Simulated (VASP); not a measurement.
# BN (P6_3mc) in VASP: phonons with r2SCAN

Aim: the phonons of BN with r2SCAN.

All numbers are computed with VASP 6.6.1; they aren't measurements. Logs are shortened: lines on timing, memory, paths and dates and some standing lists are left out, and cuts for length are marked.

## (1) The cell of the first run

It takes space group P6_3mc (No. 186, hexagonal). Conventional cell: a = 2.554 Å, b = 2.554 Å, c = 4.227 Å, α = 90.00°, β = 90.00°, γ = 120.00°. B (site symmetry 3m) has 4 N at 1.57 to 1.58 Å within 2.1 Å. Within 2.1 Å of N (site symmetry 3m) lie 4 B at 1.57 to 1.58 Å.

## (2) Phonons, r2SCAN

Contents of INCAR:

```
SYSTEM = BN
PREC     = Accurate       ! precision mode
ENCUT    = 520            ! plane-wave cutoff, eV
EDIFF    = 1E-8           ! SCF threshold, eV
ISMEAR   = 0              ! smearing method
SIGMA    = 0.05           ! smearing width, eV
LREAL    = .False.        ! projectors in reciprocal space
LASPH    = .True.         ! aspherical terms in the spheres
NELM     = 100            ! most SCF steps
ALGO     = Normal         ! electronic algorithm
ISIF     = 2              ! what is computed and relaxed
LWAVE    = .False.        ! write WAVECAR
LCHARG   = .True.         ! write CHGCAR
METAGGA  = R2SCAN         ! meta-GGA
LMIXTAU  = .True.       
NBANDS   = 16             ! bands
IBRION   = 6              ! ionic algorithm
NFREE    = 2            
POTIM    = 0.015          ! step
NSW      = 1              ! ionic steps
```

Contents of KPOINTS:

```
regular mesh
0
Gamma
  12 12 6
  0 0 0
```

Contents of POSCAR:

```
BN
1.0
    2.5539396017      0.0000000000      0.0000000000
   -1.2769698009      2.2117765748      0.0000000000
    0.0000000000      0.0000000000      4.2268550000
B N
2 2
Direct
    0.6666666667      0.3333333333      0.9997240000
    0.3333333333      0.6666666667      0.4997240000
    0.6666666667      0.3333333333      0.6252760000
    0.3333333333      0.6666666667      0.1252760000
```

Potentials or basis: VASP PAW PBE potentials, release 64 (B, N).

On the command line:

```
$ cat potpaw_PBE.64/B/POTCAR potpaw_PBE.64/N/POTCAR > POTCAR
$ mpirun -np 1 vasp_std > vasp.out
```

OUTCAR:

```text
SYSTEM = BN
   PREC = Accurate
   ENCUT = 520
   EDIFF = 1E-8
   ISMEAR = 0
   LREAL = .False.
   LASPH = .True.
   NELM = 100
   ISIF = 2
   METAGGA = R2SCAN
   IBRION = 6
   NFREE = 2
   POTIM = 0.015
   NSW = 1

 ion  position               nearest neighbor table
   1  0.667  0.333  1.000-   4 1.57   4 1.57   4 1.57   3 1.58
   2  0.333  0.667  0.500-   3 1.57   3 1.57   3 1.57   4 1.58
   3  0.667  0.333  0.625-   2 1.57   2 1.57   2 1.57   1 1.58
   4  0.333  0.667  0.125-   1 1.57   1 1.57   1 1.57   2 1.58

  LATTYP: Found a hexagonal cell.
 ALAT       =     2.5539396017
 C/A-ratio  =     1.6550332659

  Lattice vectors:

 A1 = (   2.5539396017,   0.0000000000,   0.0000000000)
 A2 = (  -1.2769698009,   2.2117765748,   0.0000000000)
 A3 = (   0.0000000000,   0.0000000000,   4.2268550000)

Analysis of symmetry for initial positions (statically):
=====================================================================
 Subroutine PRICEL returns:
 Original cell was already a primitive cell.

 Routine SETGRP: Setting up the symmetry group for a
 hexagonal supercell.

 Subroutine GETGRP returns: Found 12 space group operations
 (whereof  6 operations were pure point group operations)
 out of a pool of 24 trial point group operations.

The static configuration has the point symmetry C_3v.
 The point group associated with its full space group is C_6v.

Analysis of symmetry for dynamics (positions and initial velocities):
=====================================================================
 Subroutine PRICEL returns:
 Original cell was already a primitive cell.

 Routine SETGRP: Setting up the symmetry group for a
 hexagonal supercell.

 Subroutine GETGRP returns: Found 12 space group operations
 (whereof  6 operations were pure point group operations)
 out of a pool of 24 trial point group operations.

The dynamic configuration has the point symmetry C_3v.
 The point group associated with its full space group is C_6v.

 Subroutine INISYM returns: Found 12 space group operations
 (whereof  6 operations are pure point group operations),
 and found     1 'primitive' translations

----------------------------------------------------------------------------------------

                                     Primitive cell

  volume of cell :      23.8764

  direct lattice vectors                    reciprocal lattice vectors
     2.553939602  0.000000000  0.000000000     0.391551938  0.226062617  0.000000000
    -1.276969801  2.211776575  0.000000000     0.000000000  0.452125233  0.000000000
     0.000000000  0.000000000  4.226855000     0.000000000  0.000000000  0.236582518

  length of vectors
     2.553939602  2.553939602  4.226855000     0.452125233  0.452125233  0.236582518

  position of ions in fractional coordinates (direct lattice)
     0.666666667  0.333333333  0.999724000
     0.333333333  0.666666667  0.499724000
     0.666666667  0.333333333  0.625276000
     0.333333333  0.666666667  0.125276000

  ion indices of the primitive-cell ions
   primitive index   ion index
                 1           1
                 2           2
                 3           3
                 4           4

----------------------------------------------------------------------------------------

 KPOINTS: regular mesh

Automatic generation of k-mesh.
 Grid dimensions read from file:
 generate k-points for:   12   12    6

 Generating k-lattice:

[... 60 lines left out ...]
   NELM   =    100;   NELMIN=  2; NELMDL= -5     # of ELM steps
   EDIFF  = 0.1E-07   stopping-criterion for ELM
   LREAL  =      F    real-space projection
   EDIFFG = 0.1E-06   stopping-criterion for IOM
   NSW    =     85    number of steps for IOM
   IBRION =      6    ionic relax: 0-MD 1-quasi-New 2-CG
   NFREE  =      2    steps in history (QN), initial steepest desc. (CG)
   ISIF   =      2    stress and relaxation
   ISYM   =      2    0-nonsym 1-usesym 2-fastsym
   POTIM  = 0.0150    time-step for ionic-motion
   TEBEG  =    0.0;   TEEND  =   0.0 temperature during run
   PSTRESS=    0.0 pullay stress
   NELECT =      16.0000    total number of electrons
   NUPDOWN=      -1.0000    fix difference up-down
   EMIN   =  10.00;   EMAX   =-10.00  energy-range for DOS
   EFERMI =   0.00;   METHOD = LEGACY
   ISMEAR =     0;   SIGMA  =   0.05  broadening in eV -4-tet -1-fermi 0-gaus
   EFERMI_NEDOS =   21; number of points for ismear=-14 and -15
   IALGO  =     38    algorithm
   IMIX   =      4    mixing-type and parameters
     AMIX     =   0.40;   BMIX     =  1.00
     AMIX_MAG =   1.60;   BMIX_MAG =  1.00
  volume/ion in A,a.u.               =       5.97        40.28
  Fermi-wavevector in a.u.,A,eV,Ry     =   1.432600  2.707222 27.923836  2.052344
  Thomas-Fermi vector in A             =   2.552210
   LORBIT       =      0    0 simple, 1 ext, 2 COOP (PROOUT), +10 PAW based schemes
   METAGGA = R2SCAN    functional components
   LHFCALC =     F    Hartree Fock is set to
   AEXX    =    0.0000 exact exchange contribution
   IVDW    =     0    specifies the selected vdW correction
   LEPSILON=     F    determine dielectric tensor
   LRPA    =     F    only Hartree local field effects (RPA)
 finite differences with symmetry
 non-spin polarized calculation
 Gauss-broadening in eV      SIGMA  =   0.05
  energy-cutoff  :      520.00
  volume of cell :       23.88
 maximum number of plane-waves:       660
 NGX is ok and might be reduce to    20
   NGX =  9   NGY =  9   NGZ = 15

--------------------------------------- Ionic step        1  -------------------------------------------

 number of electron      16.0000000 magnetization

 Free energy of the ion-electron system (eV)
  ---------------------------------------------------
  ext. energy  EPLUGINS =         0.00000000
  ---------------------------------------------------
  free energy    TOTEN  =       -38.26450052 eV

  energy without entropy =      -38.26450052  energy(sigma->0) =      -38.26450052

------------------------ aborting loop because EDIFF is reached ----------------------------------------

  FORCE on cell =-STRESS in cart. coord.  units (eV):
  Direction    XX          YY          ZZ          XY          YZ          ZX
  --------------------------------------------------------------------------------------
  -------------------------------------------------------------------------------------
  Total       -0.5143479     -0.5143479     -0.6136828      0.0000000      0.0000000      0.0000000
  in kB      -34.5142408    -34.5142408    -41.1798992      0.0000000      0.0000000      0.0000000
  external PRESSURE =     -36.7361269 kB  Pullay stress =       0.0000000 kB
[... 291 lines left out ...]
--------------------------------------- Ionic step        9  -------------------------------------------

 number of electron      16.0000001 magnetization

 Free energy of the ion-electron system (eV)
  ---------------------------------------------------
  ext. energy  EPLUGINS =         0.00000000
  ---------------------------------------------------
  free energy    TOTEN  =       -38.26061307 eV

  energy without entropy =      -38.26061307  energy(sigma->0) =      -38.26061307

 E-fermi :   7.4539     XC(G=0): -13.5797

 val. band max:        7.2384332294   @ k =   0.0000   0.0000   0.0000
 cond. band min:      13.0803866992   @ k =   0.3333   0.3333   0.0000
 fundamental gap:      5.8419534698
 Fermi energy:         7.4539006204

 k-point     1 :       0.0000    0.0000    0.0000
  band No.  band energies     occupation
      1     -14.0759      2.00000
      2      -9.8973      2.00000
      3      -3.9201      2.00000
      4       5.0764      2.00000
      5       5.0764      2.00000
      6       7.0770      2.00000
[... 433 lines left out ...]
      3      -1.8069      2.00000
      4      -0.3068      2.00000
      5       1.0324      2.00000
      6       2.8377      2.00000
[... 8 lines left out ...]
     15      24.3633      0.00000
     16      24.5760      0.00000

 [... further k-points ...]
[... 5 lines left out ...]
  --------------------------------------------------------------------------------------
  -------------------------------------------------------------------------------------
  Total       -0.5047252     -0.5047252     -0.5798412      0.0000000      0.0000000     -0.0000000
  in kB      -33.8685291    -33.8685291    -38.9090336      0.0000000      0.0000000     -0.0000000
  external PRESSURE =     -35.5486973 kB  Pullay stress =       0.0000000 kB
[... 19 lines left out ...]
  FREE ENERGIE OF THE ION-ELECTRON SYSTEM (eV)
  ---------------------------------------------------
  free  energy   TOTEN  =       -38.2606130670 eV

  energy  without entropy=      -38.2606130670  energy(sigma->0) =      -38.26061307

 INTERNAL STRAIN TENSORS FROM DISPLACED ATOMS
 ============================================

 INTERNAL STRAIN TENSOR FOR ION    1 for displacements in x,y,z  (eV/Angst):
          X           Y           Z          XY          YZ          ZX
  --------------------------------------------------------------------------------
  x    -0.00000     0.00000     0.00000     1.22757    -0.00000     1.84691
  y     1.22757    -1.22757    -0.00000     0.00000     1.84691    -0.00000
  z     0.43874     0.43874     1.40509    -0.00000    -0.00000     0.00000

 INTERNAL STRAIN TENSOR FOR ION    4 for displacements in x,y,z  (eV/Angst):
          X           Y           Z          XY          YZ          ZX
  --------------------------------------------------------------------------------
  x     0.00000    -0.00000     0.00000    -3.85217     0.00000    -1.84686
  y    -3.85217     3.85217    -0.00000    -0.00000    -1.84686     0.00000
  z    -0.43740    -0.43740    -1.40839     0.00000     0.00000     0.00000

 Eigenvectors and eigenvalues of the dynamical matrix
 ----------------------------------------------------

   1 f  =   34.076175 THz   214.106923 2PiTHz 1136.658853 cm-1   140.927673 meV
             X         Y         Z           dx          dy          dz
      1.276970  0.737259  4.225688     0.000000    0.000000   -0.604047
     -0.000000  1.474518  2.112261     0.000000    0.000000    0.604047
      1.276970  0.737259  2.642951    -0.000000   -0.000000   -0.367596
     -0.000000  1.474518  0.529523    -0.000000   -0.000000    0.367596
[... 71 lines left out ...]
  12 f/i=    0.001424 THz     0.008946 2PiTHz    0.047492 cm-1     0.005888 meV
             X         Y         Z           dx          dy          dz
      1.276970  0.737259  4.225688    -0.094370    0.457138   -0.000000
     -0.000000  1.474518  2.112261    -0.094370    0.457138   -0.000000
      1.276970  0.737259  2.642951    -0.107385    0.520180   -0.000000
     -0.000000  1.474518  0.529523    -0.107385    0.520180   -0.000000

 ELASTIC MODULI CONTR FROM IONIC RELAXATION (kBar)
 Direction    XX          YY          ZZ          XY          YZ          ZX
 --------------------------------------------------------------------------------
 XX         -86.3108     84.0579     -3.6173      0.0000     -0.0000      0.0000
 YY          84.0579    -86.3108     -3.6173      0.0000      0.0000     -0.0000
 ZZ          -3.6173     -3.6173    -11.6161      0.0000      0.0000      0.0000
 XY           0.0000      0.0000      0.0000    -85.1844     -0.0000      0.0000
 YZ          -0.0000     -0.0000      0.0000     -0.0000    -18.7978      0.0000
 ZX           0.0000     -0.0000      0.0000      0.0000      0.0000    -18.7978
 --------------------------------------------------------------------------------
```

Wall time 38 min (1 thread of Intel Xeon Platinum 8259CL at 2.50GHz (Skylake/Cascade Lake), shared host); peak memory 0.35 GiB.

What came out:

| Item | Value |
| --- | --- |
| Highest phonon frequency at Γ, LO-TO splitting left out | 1137 cm⁻¹ |

Phonon frequencies in cm⁻¹ (negative: imaginary):
```tsv
q point	frequencies
(0.000, 0.000, 0.000)	0 0 0 485 485 936 936 961 1010 1042 1042 1137
```

Caveat: the cell stands under pressure or tension, which shifts response properties; the PAW data sets were made with another functional, which shifts forces and pressure a little.
